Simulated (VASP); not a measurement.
# AlGa3O6: single point with PBE

The system is AlGa3O6.

```
CELL_PARAMETERS angstrom
2.49769 1.44204 4.49746
-2.49769 1.44204 4.49746
0.00000 -2.88409 4.49746
ATOMIC_POSITIONS crystal
Al 0.85033 0.85033 0.85033
Ga 0.64061 0.64061 0.64061
Ga 0.35573 0.35573 0.35573
Ga 0.14498 0.14498 0.14498
O 0.74867 0.45708 0.05300
O 0.94723 0.23520 0.56717
O 0.05300 0.74867 0.45708
O 0.45708 0.05300 0.74867
O 0.56717 0.94723 0.23520
O 0.23520 0.56717 0.94723
```

| Item | Value |
| --- | --- |
| Program | VASP 6.6.1 |
| Task | single point |
| Functional | PBE |
| Potentials or basis | VASP PAW PBE potentials, release 64 (Al, Ga_d, O) |
| Cutoff | 520 eV |
| k mesh | 6 × 6 × 6 |
| Occupations | fermi-dirac, width 0.02 eV |
| Spin | no spin polarisation |

```
Pressure               : 0.7 GPa
Largest force          : 0.047 eV/Å
Band gap on the k mesh : 3.04 eV, indirect (least direct gap 3.21 eV)
```

Forces in eV/Å, atoms in the order of the input:
```
Al   0.000  0.000  0.005
Ga   0.000  0.000 -0.008
Ga   0.000  0.000  0.010
Ga   0.000  0.000 -0.014
O   -0.016  0.023  0.021
O    0.021 -0.038 -0.019
O   -0.012 -0.025  0.021
O    0.028  0.002  0.021
O    0.022  0.037 -0.019
O   -0.043  0.001 -0.019
```

Stress tensor (GPa, compression positive):
```
0.72 0.00 0.00
0.00 0.72 0.00
0.00 0.00 0.60
```

Levels at points of the mesh, in eV from the valence-band top:
```csv
k point,band 36,band 37,band 38,band 39,band 40,band 41,band 42,band 43
"(0.00, 0.00, 0.00)",-0.38,-0.26,-0.17,-0.17,3.04,6.51,7.14,9.42
"(0.50, 0.00, 0.00)",-0.95,-0.85,-0.24,-0.16,6.06,6.29,6.39,8.38
"(0.50, 0.50, 0.00)",-0.87,-0.80,-0.36,-0.17,6.28,6.61,7.16,8.73
"(0.50, 0.50, 0.50)",-0.43,-0.43,-0.21,-0.21,5.61,6.06,7.43,8.75
```

It took 2.8 min on 1 thread of AMD EPYC 9R45 96-Core Processor (Zen 5), with other jobs on the host, peak memory 0.31 GiB.

A k mesh can miss the band edges.
